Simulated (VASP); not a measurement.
# GaB3As4 (P-43m) in VASP: a series of runs, part 2 of 2

VASP 6.6.1. The steps go on from the part before.

**4. Relaxation of cell and atoms, PBE**

This run uses another cell than the first one, of 16.19 Å³/atom, 0.944 times its volume.

INCAR

```
SYSTEM = GaB3As4
PREC = Accurate
ENCUT = 600
EDIFF = 1E-7
ISMEAR = 0
SIGMA = 0.02
LREAL = .False.
LASPH = .True.
NELM = 80
ALGO = Normal
ISIF = 3
LWAVE = .False.
LCHARG = .False.
GGA = PE
IBRION = 2
NSW = 100
EDIFFG = -0.01
```

KPOINTS

```
regular mesh
0
Gamma
  8 8 8
  0 0 0
```

POSCAR

```
GaB3As4
1.0
    5.0591271650      0.0000000000      0.0000000000
    0.0000000000      5.0591271650      0.0000000000
    0.0000000000      0.0000000000      5.0591271650
Ga B As
1 3 4
Direct
    0.5000000000      0.5000000000      0.5000000000
    0.5000000000      0.0000000000      0.0000000000
    0.0000000000      0.0000000000      0.5000000000
    0.0000000000      0.5000000000      0.0000000000
    0.7664506371      0.2335493629      0.7664506371
    0.7664506371      0.7664506371      0.2335493629
    0.2335493629      0.2335493629      0.2335493629
    0.2335493629      0.7664506371      0.7664506371
```

Potentials or basis: VASP PAW PBE potentials, release 64 (Ga_d, B, As).

Command:

```sh
> cat potpaw_PBE.64/Ga_d/POTCAR potpaw_PBE.64/B/POTCAR potpaw_PBE.64/As/POTCAR > POTCAR
> mpirun -np 1 vasp_std > vasp.out
```

OUTCAR:

```text
SYSTEM = GaB3As4
   PREC = Accurate
   ENCUT = 600
   EDIFF = 1E-7
   ISMEAR = 0
   LREAL = .False.
   LASPH = .True.
   NELM = 80
   ISIF = 3
   GGA = PE
   IBRION = 2
   NSW = 100
   EDIFFG = -0.01

 ion  position               nearest neighbor table
   1  0.500  0.500  0.500-   5 2.33   6 2.33   7 2.33   8 2.33
   2  0.500  0.000  0.000-   5 2.15   6 2.15   7 2.15   8 2.15
   3  0.000  0.000  0.500-   5 2.15   6 2.15   7 2.15   8 2.15
   4  0.000  0.500  0.000-   5 2.15   6 2.15   7 2.15   8 2.15
   5  0.766  0.234  0.766-   2 2.15   3 2.15   4 2.15   1 2.33
   6  0.766  0.766  0.234-   2 2.15   3 2.15   4 2.15   1 2.33
   7  0.234  0.234  0.234-   2 2.15   3 2.15   4 2.15   1 2.33
   8  0.234  0.766  0.766-   2 2.15   3 2.15   4 2.15   1 2.33

  LATTYP: Found a simple cubic cell.
 ALAT       =     5.0591271650

  Lattice vectors:

 A1 = (   5.0591271650,   0.0000000000,   0.0000000000)
 A2 = (   0.0000000000,   5.0591271650,   0.0000000000)
 A3 = (   0.0000000000,   0.0000000000,   5.0591271650)

Analysis of symmetry for initial positions (statically):
=====================================================================
 Subroutine PRICEL returns:
 Original cell was already a primitive cell.

 Routine SETGRP: Setting up the symmetry group for a
 simple cubic supercell.

 Subroutine GETGRP returns: Found 24 space group operations
 (whereof 24 operations were pure point group operations)
 out of a pool of 48 trial point group operations.

The static configuration has the point symmetry T_d .

Analysis of symmetry for dynamics (positions and initial velocities):
=====================================================================
 Subroutine PRICEL returns:
 Original cell was already a primitive cell.

 Routine SETGRP: Setting up the symmetry group for a
 simple cubic supercell.

 Subroutine GETGRP returns: Found 24 space group operations
 (whereof 24 operations were pure point group operations)
 out of a pool of 48 trial point group operations.

The dynamic configuration has the point symmetry T_d .

 Subroutine INISYM returns: Found 24 space group operations
 (whereof 24 operations are pure point group operations),
 and found     1 'primitive' translations

----------------------------------------------------------------------------------------

                                     Primitive cell

  volume of cell :     129.4872

  direct lattice vectors                    reciprocal lattice vectors
     5.059127165  0.000000000  0.000000000     0.197662555  0.000000000  0.000000000
     0.000000000  5.059127165  0.000000000     0.000000000  0.197662555  0.000000000
     0.000000000  0.000000000  5.059127165     0.000000000  0.000000000  0.197662555
[... 136 lines left out ...]

 number of electron      42.0000018 magnetization

 Free energy of the ion-electron system (eV)
  ---------------------------------------------------
  ext. energy  EPLUGINS =         0.00000000
  ---------------------------------------------------
  free energy    TOTEN  =       -41.07441201 eV

  energy without entropy =      -41.07441201  energy(sigma->0) =      -41.07441201

------------------------ aborting loop because EDIFF is reached ----------------------------------------

  FORCE on cell =-STRESS in cart. coord.  units (eV):
  Direction    XX          YY          ZZ          XY          YZ          ZX
  --------------------------------------------------------------------------------------
  -------------------------------------------------------------------------------------
  Total        0.0758206      0.0758206      0.0758206      0.0000000     -0.0000000      0.0000000
  in kB        0.9381474      0.9381474      0.9381474      0.0000000     -0.0000000      0.0000000
  external PRESSURE =       0.9381474 kB  Pullay stress =       0.0000000 kB

 VOLUME and BASIS-vectors are now :
 -----------------------------------------------------------------------------
  energy-cutoff  :      600.00
  volume of cell :      129.49
      direct lattice vectors                 reciprocal lattice vectors
     5.059127165  0.000000000  0.000000000     0.197662555  0.000000000  0.000000000
     0.000000000  5.059127165  0.000000000     0.000000000  0.197662555  0.000000000
     0.000000000  0.000000000  5.059127165     0.000000000  0.000000000  0.197662555

 POSITION                                       TOTAL-FORCE (eV/Angst)
 -----------------------------------------------------------------------------------
      2.52956      2.52956      2.52956        -0.000000      0.000000      0.000000
      2.52956      0.00000      0.00000        -0.000000     -0.000000      0.000000
      0.00000      0.00000      2.52956        -0.000000     -0.000000      0.000000
      0.00000      2.52956      0.00000        -0.000000      0.000000     -0.000000
      3.87757      1.18156      3.87757        -0.010129      0.010129     -0.010129
      3.87757      3.87757      1.18156        -0.010129     -0.010129      0.010129
      1.18156      1.18156      1.18156         0.010129      0.010129      0.010129
      1.18156      3.87757      3.87757         0.010129     -0.010129     -0.010129
 -----------------------------------------------------------------------------------
    total drift:                               -0.000000     -0.000000     -0.000000

  FREE ENERGIE OF THE ION-ELECTRON SYSTEM (eV)
  ---------------------------------------------------
  free  energy   TOTEN  =       -41.0744120131 eV

  energy  without entropy=      -41.0744120131  energy(sigma->0) =      -41.07441201

--------------------------------------- Ionic step        2  -------------------------------------------

 number of electron      42.0000018 magnetization

 Free energy of the ion-electron system (eV)
  ---------------------------------------------------
  ext. energy  EPLUGINS =         0.00000000
  ---------------------------------------------------
  free energy    TOTEN  =       -41.07445888 eV

  energy without entropy =      -41.07445888  energy(sigma->0) =      -41.07445888

 E-fermi :   5.5321     XC(G=0): -10.1898

 val. band max:        5.3871456099   @ k =   0.0000   0.0000   0.0000
 cond. band min:       5.8540373097   @ k =   0.0000   0.0000   0.0000
 fundamental gap:      0.4668916998
 Fermi energy:         5.5321180313

 k-point     1 :       0.0000    0.0000    0.0000
  band No.  band energies     occupation
      1      -9.5623      2.00000
      2      -9.5623      2.00000
      3      -9.5623      2.00000
      4      -9.4419      2.00000
      5      -9.4419      2.00000
      6      -9.2029      2.00000
[... 685 lines left out ...]
     25       9.1231      0.00000
     26       9.4293      0.00000

 [... further k-points ...]
[... 5 lines left out ...]
  --------------------------------------------------------------------------------------
  -------------------------------------------------------------------------------------
  Total       -0.0435275     -0.0435275     -0.0435275     -0.0000000     -0.0000000     -0.0000000
  in kB       -0.5378385     -0.5378385     -0.5378385     -0.0000000     -0.0000000     -0.0000000
  external PRESSURE =      -0.5378385 kB  Pullay stress =       0.0000000 kB

 VOLUME and BASIS-vectors are now :
 -----------------------------------------------------------------------------
  energy-cutoff  :      600.00
  volume of cell :      129.66
      direct lattice vectors                 reciprocal lattice vectors
     5.061440317 -0.000000000  0.000000000     0.197572220 -0.000000000 -0.000000000
     0.000000000  5.061440317 -0.000000000     0.000000000  0.197572220  0.000000000
     0.000000000 -0.000000000  5.061440317    -0.000000000  0.000000000  0.197572220

 POSITION                                       TOTAL-FORCE (eV/Angst)
 -----------------------------------------------------------------------------------
      2.53072      2.53072      2.53072         0.000000      0.000000      0.000000
      2.53072      5.06144     -0.00000         0.000000      0.000000     -0.000000
      5.06144      5.06144      2.53072         0.000000      0.000000      0.000000
      5.06144      2.53072      5.06144         0.000000     -0.000000      0.000000
      3.87886      1.18259      3.87886         0.001044     -0.001044      0.001044
      3.87886      3.87886      1.18259         0.001044      0.001044     -0.001044
      1.18259      1.18259      1.18259        -0.001044     -0.001044     -0.001044
      1.18259      3.87886      3.87886        -0.001044      0.001044      0.001044
 -----------------------------------------------------------------------------------
    total drift:                               -0.000000     -0.000000     -0.000000

  FREE ENERGIE OF THE ION-ELECTRON SYSTEM (eV)
  ---------------------------------------------------
  free  energy   TOTEN  =       -41.0744588759 eV

  energy  without entropy=      -41.0744588759  energy(sigma->0) =      -41.07445888

 reached required accuracy - stopping structural energy minimisation
```

It took 88 s on 1 thread of Intel Xeon 6975P-C (Granite Rapids), shared host; peak memory 0.34 GiB.

Results:

```
Free energy                            : -41.0745 eV
Relaxed volume                         : 16.21 Å³/atom
Relaxed cell                           : a = 5.061 Å, b = 5.061 Å, c = 5.061 Å, α = 90.00°, β = 90.00°, γ = 90.00°
Space group after relaxing (to 0.05 Å) : P-43m (No. 215)
Energy gained by relaxing              : 0.0 meV/atom
Ionic steps                            : 2
Pressure after relaxing                : -0.1 GPa
Band gap on the k mesh                 : 0.47 eV, direct
```

Final structure:
```yaml
crystal:
  lattice:
    - [5.06144, 0.00000, 0.00000]
    - [0.00000, 5.06144, 0.00000]
    - [0.00000, 0.00000, 5.06144]
  atoms:
    - { symbol: Ga, position: [0.50000, 0.50000, 0.50000] }
    - { symbol: B, position: [0.50000, 0.00000, 0.00000] }
    - { symbol: B, position: [0.00000, 0.00000, 0.50000] }
    - { symbol: B, position: [0.00000, 0.50000, 0.00000] }
    - { symbol: As, position: [0.76635, 0.23365, 0.76635] }
    - { symbol: As, position: [0.76635, 0.76635, 0.23365] }
    - { symbol: As, position: [0.23365, 0.23365, 0.23365] }
    - { symbol: As, position: [0.23365, 0.76635, 0.76635] }
```

A k mesh can miss the band edges. Expect the measured gap to be larger: semilocal functionals such as PBE lack the derivative discontinuity.

**5. The runs side by side**

```tsv
task	cell	k mesh	cutoff (eV)	smearing	gap on the mesh (eV)	pressure (GPa)	relaxed volume (Å³/atom)
relaxation of cell and atoms	relaxed from a = 5.157 Å, 8 atoms	4 × 4 × 4	600	gaussian 0.1 eV	0.47	0.0	16.20
single point	a = 5.056 Å, 8 atoms	8 × 8 × 8	520	gaussian 0.02 eV	0.46	0.3	-
relaxation of cell and atoms	relaxed from a = 5.059 Å, 8 atoms	8 × 8 × 8	600	gaussian 0.02 eV	0.47	-0.1	16.21
```

Alike in all rows: level PBE; potentials or basis VASP PAW PBE potentials, release 64 (Ga_d, B, As); no spin polarisation.

Total energies depend on the potentials used, so only differences within one code and one set of settings carry meaning.
